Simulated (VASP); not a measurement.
# WC in VASP: single point with r2SCAN

Aim: the single point of WC with r2SCAN.

All numbers are computed with VASP 6.6.1; they aren't measurements. Logs are shortened: lines on timing, memory, paths and dates and some standing lists are left out, and cuts for length are marked.

**1. The cell of the first run**

The cell holds a slab with vacuum, 16 atoms: a = 5.699 Å, b = 5.699 Å, c = 17.197 Å, α = 90.00°, β = 90.00°, γ = 120.00°.

**2. Single point, r2SCAN**

POSCAR

```
WC
1.0
    5.6991000000      0.0000000000      0.0000000000
   -2.8495500000      4.9355650000      0.0000000000
    0.0000000000      0.0000000000     17.1973150000
W C
8 8
Direct
    0.0000000000      0.0000000000      0.0581486122
   -0.0274593353     -0.0115083076      0.2191446746
   -0.0000026138      0.5000035457      0.0581486122
   -0.0283629930      0.5083105987      0.2235232651
    0.4999912267      0.0000000000      0.0581486122
    0.5115003947      0.0417581371      0.2295009424
    0.5000061595      0.5000035457      0.0581486122
    0.4721084865      0.5076217211      0.2242908268
    0.3407887403      0.1389303960      0.1283281722
    0.2933061235      0.1733540132      0.2870273644
    0.3170606675      0.6433508626      0.1372016504
    0.3563332206      0.7158248346      0.2851491643
    0.7994026124      0.1506818368      0.1381494728
    0.8436041521      0.1896034193      0.2894056427
    0.8362775625      0.6633080509      0.1350734112
    0.7938316699      0.6817659174      0.2879577422
```

INCAR.step1

```
SYSTEM = WC
  PREC = Accurate
  ENCUT = 520
  ISMEAR = -1
  SIGMA = 0.1
  LREAL = Auto
  LASPH = .True.
  NELM = 80
  NBANDS = 86
  GGA = PE
  ALGO = Normal
  EDIFF = 1E-4
  LWAVE = .True.
  LCHARG = .False.
```

INCAR.step2

```
SYSTEM = WC
  PREC = Accurate
  ENCUT = 520
  EDIFF = 1E-6
  ISMEAR = -1
  SIGMA = 0.1
  LREAL = Auto
  LASPH = .True.
  NELM = 80
  ALGO = Normal
  ISIF = 2
  LWAVE = .False.
  LCHARG = .False.
  METAGGA = R2SCAN
  LMIXTAU = .True.
  NBANDS = 86
  ISTART = 1
```

KPOINTS

```
regular mesh
0
Gamma
  2 2 1
  0 0 0
```

Potentials or basis: VASP PAW PBE potentials, release 64 (W_sv, C).

The run is started by

```console
$ cat potpaw_PBE.64/W_sv/POTCAR potpaw_PBE.64/C/POTCAR > POTCAR
$ cp INCAR.step1 INCAR
$ mpirun -np 1 vasp_std > vasp.out
$ cp INCAR.step2 INCAR
$ mpirun -np 1 vasp_std > vasp.out
```

OUTCAR:

```text
SYSTEM = WC
   PREC = Accurate
   ENCUT = 520
   EDIFF = 1E-6
   ISMEAR = -1
   LREAL = Auto
   LASPH = .True.
   NELM = 80
   ISIF = 2
   METAGGA = R2SCAN
   ISTART = 1

 ion  position               nearest neighbor table
   1  0.000  0.000  0.058-   9 2.08  15 2.12  13 2.22   2 2.77   5 2.85   7 2.85   3 2.85   3 2.85
                             7 2.85   5 2.85
   2  0.973  0.988  0.219-  16 1.93  10 1.97  14 2.04  13 2.16  15 2.17   9 2.40   4 2.74   1 2.77
                             6 2.80   8 2.80   8 2.91   6 2.94   4 2.97
   3  1.000  0.500  0.058-  11 2.07  15 2.09  13 2.21   7 2.85   5 2.85   1 2.85   1 2.85   5 2.85
                             7 2.85   4 2.85
   4  0.972  0.508  0.224-  14 1.95  16 2.06  15 2.09  12 2.18  11 2.27  13 2.30   6 2.64   2 2.74
                             8 2.84   3 2.85   8 2.85   2 2.97   6 3.06
   5  0.500  0.000  0.058-   9 1.90  13 2.02  11 2.22   1 2.85   3 2.85   7 2.85   7 2.85   3 2.85
                             1 2.85   6 2.95
   6  0.512  0.042  0.230-  12 1.87  14 1.94  10 2.01  13 2.13   9 2.20  11 2.53   4 2.64   8 2.78
                             2 2.80   2 2.94   8 2.94   5 2.95   4 3.06
   7  0.500  0.500  0.058-  11 2.11  15 2.12   9 2.16   3 2.85   1 2.85   5 2.85   5 2.85   1 2.85
                             3 2.85   8 2.86
   8  0.472  0.508  0.224-  12 1.93  16 1.93  10 1.97  11 2.08  15 2.37   9 2.48   6 2.78   2 2.80
                             4 2.84   4 2.85   7 2.86   2 2.91   6 2.94
   9  0.341  0.139  0.128-   5 1.90   1 2.08   7 2.16   6 2.20   2 2.40   8 2.48
  10  0.293  0.173  0.287-   2 1.97   8 1.97   6 2.01
  11  0.317  0.643  0.137-   3 2.07   8 2.08   7 2.11   5 2.22   4 2.27   6 2.53
  12  0.356  0.716  0.285-   6 1.87   8 1.93   4 2.18
  13  0.799  0.151  0.138-   5 2.02   6 2.13   2 2.16   3 2.21   1 2.22   4 2.30
  14  0.844  0.190  0.289-   6 1.94   4 1.95   2 2.04
  15  0.836  0.663  0.135-   3 2.09   4 2.09   7 2.12   1 2.12   2 2.17   8 2.37
  16  0.794  0.682  0.288-   2 1.93   8 1.93   4 2.06

  LATTYP: Found a hexagonal cell.
 ALAT       =     5.6991000000
 C/A-ratio  =     3.0175492622

  Lattice vectors:

 A1 = (   5.6991000000,   0.0000000000,   0.0000000000)
 A2 = (  -2.8495500000,   4.9355650000,   0.0000000000)
 A3 = (   0.0000000000,   0.0000000000,  17.1973150000)

Analysis of symmetry for initial positions (statically):
=====================================================================
 Subroutine PRICEL returns:
 Original cell was already a primitive cell.

 Routine SETGRP: Setting up the symmetry group for a
 hexagonal supercell.

 Subroutine GETGRP returns: Found  1 space group operations
 (whereof  1 operations were pure point group operations)
 out of a pool of 24 trial point group operations.

The static configuration has the point symmetry C_1 .

Analysis of symmetry for dynamics (positions and initial velocities):
[... 128 lines left out ...]
   PSTRESS=    0.0 pullay stress
   NELECT =     144.0000    total number of electrons
   NUPDOWN=      -1.0000    fix difference up-down
   EMIN   =  10.00;   EMAX   =-10.00  energy-range for DOS
   EFERMI =   0.00;   METHOD = LEGACY
   ISMEAR =    -1;   SIGMA  =   0.10  broadening in eV -4-tet -1-fermi 0-gaus
   EFERMI_NEDOS =   21; number of points for ismear=-14 and -15
   IALGO  =     38    algorithm
   IMIX   =      4    mixing-type and parameters
     AMIX     =   0.40;   BMIX     =  1.00
     AMIX_MAG =   1.60;   BMIX_MAG =  1.00
  volume/ion in A,a.u.               =      30.23       204.02
  Fermi-wavevector in a.u.,A,eV,Ry     =   1.093103  2.065665 16.257248  1.194874
  Thomas-Fermi vector in A             =   2.229382
   LORBIT       =      0    0 simple, 1 ext, 2 COOP (PROOUT), +10 PAW based schemes
   METAGGA = R2SCAN    functional components
   LHFCALC =     F    Hartree Fock is set to
   AEXX    =    0.0000 exact exchange contribution
   IVDW    =     0    specifies the selected vdW correction
   LEPSILON=     F    determine dielectric tensor
   LRPA    =     F    only Hartree local field effects (RPA)
 non-spin polarized calculation
  energy-cutoff  :      520.00
  volume of cell :      483.73
 maximum number of plane-waves:     13035
   NGX = 21   NGY = 21   NGZ = 63

 number of electron     144.0000000 magnetization

 Free energy of the ion-electron system (eV)
  ---------------------------------------------------
  ext. energy  EPLUGINS =         0.00000000
  ---------------------------------------------------
  free energy    TOTEN  =      -472.35440682 eV

  energy without entropy =     -472.09647412  energy(sigma->0) =     -472.22544047

 E-fermi :   0.2180     XC(G=0):  -6.0455

 val. band max:        0.1835246207   @ k =   0.0000   0.5000   0.0000
 cond. band min:       0.3029646968   @ k =   0.0000   0.5000   0.0000
 fundamental gap:      0.1194400761
 Fermi energy:         0.2180281125

 k-point     1 :       0.0000    0.0000    0.0000
  band No.  band energies     occupation
      1     -75.7480      2.00000
      2     -75.6770      2.00000
      3     -75.6610      2.00000
      4     -75.6459      2.00000
      5     -75.5624      2.00000
      6     -75.4389      2.00000
[... 337 lines left out ...]
     83       2.5106      0.00000
     84       2.6267      0.00000
 [bands above 84 left out]

------------------------ aborting loop because EDIFF is reached ----------------------------------------

  FORCE on cell =-STRESS in cart. coord.  units (eV):
  Direction    XX          YY          ZZ          XY          YZ          ZX
  --------------------------------------------------------------------------------------
  -------------------------------------------------------------------------------------
  Total       30.5885046     28.8049357     16.3955566     -0.8901538     -2.0566981      5.4894066
  in kB      101.3129657     95.4055618     54.3041408     -2.9483012     -6.8120422     18.1816036
  external PRESSURE =      83.6742227 kB  Pullay stress =       0.0000000 kB

 VOLUME and BASIS-vectors are now :
 -----------------------------------------------------------------------------
  energy-cutoff  :      520.00
  volume of cell :      483.73
      direct lattice vectors                 reciprocal lattice vectors
     5.699100000  0.000000000  0.000000000     0.175466302  0.101305524  0.000000000
    -2.849550000  4.935565000  0.000000000     0.000000000  0.202611049  0.000000000
     0.000000000  0.000000000 17.197315000     0.000000000  0.000000000  0.058148612

 POSITION                                       TOTAL-FORCE (eV/Angst)
 -----------------------------------------------------------------------------------
      0.00000      0.00000      1.00000        -0.418402     -0.364207     -0.909090
      2.72585      4.87876      3.76870         0.909916      2.997157      1.336246
      4.27430      2.46780      1.00000         0.177146     -0.356942      0.046537
      4.08900      2.50880      3.84400         2.979136      1.640624      1.452790
      2.84950      0.00000      1.00000         0.933541     -1.697057     -1.372605
      2.79610      0.20610      3.94680        -2.965304     -3.317601     -2.556984
[... 8 lines left out ...]
      2.87590      3.27380      2.32290        -1.330154     -0.191417     -1.249272
      2.58140      3.36490      4.95210         1.501856     -0.427958      1.160112
 -----------------------------------------------------------------------------------
    total drift:                                0.018145     -0.001202     -0.004443

  FREE ENERGIE OF THE ION-ELECTRON SYSTEM (eV)
  ---------------------------------------------------
  free  energy   TOTEN  =      -472.3544068217 eV

  energy  without entropy=     -472.0964741237  energy(sigma->0) =     -472.22544047
```

OUTCAR.step1:

```text
SYSTEM = WC
   PREC = Accurate
   ENCUT = 520
   ISMEAR = -1
   LREAL = Auto
   LASPH = .True.
   NELM = 80
[... 601 lines left out ...]
      2.79610      0.20610      3.94680        -2.976768     -3.182938     -2.680136
[... 8 lines left out ...]
      2.87590      3.27380      2.32290        -1.313526     -0.191094     -1.146112
      2.58140      3.36490      4.95210         1.489335     -0.469785      1.519006
 -----------------------------------------------------------------------------------
    total drift:                                0.017847     -0.003381     -0.011254

  FREE ENERGIE OF THE ION-ELECTRON SYSTEM (eV)
  ---------------------------------------------------
  free  energy   TOTEN  =      -159.8188159066 eV

  energy  without entropy=     -159.5586567064  energy(sigma->0) =     -159.68873631
```

Run time: 12 min. Hardware: 1 thread of AMD EPYC 9R45 (Zen 5), shared host; peak memory 0.57 GiB.

What came out:

```
Free energy            : -472.3544 eV
Largest force          : 5.132 eV/Å
Band gap on the k mesh : zero (bands 72 and 73 overlap by 0.42 eV)
```

Forces in eV/Å, atoms in the order of the input:
```
W   -0.418 -0.364 -0.909
W    0.910  2.997  1.336
W    0.177 -0.357  0.047
W    2.979  1.641  1.453
W    0.934 -1.697 -1.373
W   -2.965 -3.318 -2.557
W   -0.559 -0.311 -0.343
W    1.293 -1.169 -0.006
C   -3.367  2.162  1.587
C    0.561  0.605  0.590
C   -0.753  1.125 -1.670
C   -1.658 -2.150  2.054
C    2.304  1.489 -1.478
C    0.391 -0.033  1.359
C   -1.330 -0.191 -1.249
C    1.502 -0.428  1.160
```

Caveat: the k points lie up to 0.64 Å⁻¹ apart; the atoms stand as in a frame of molecular dynamics; the PAW data sets were made with another functional, which shifts forces and pressure a little; spin-orbit coupling is left out, which moves the levels of the heavy elements.
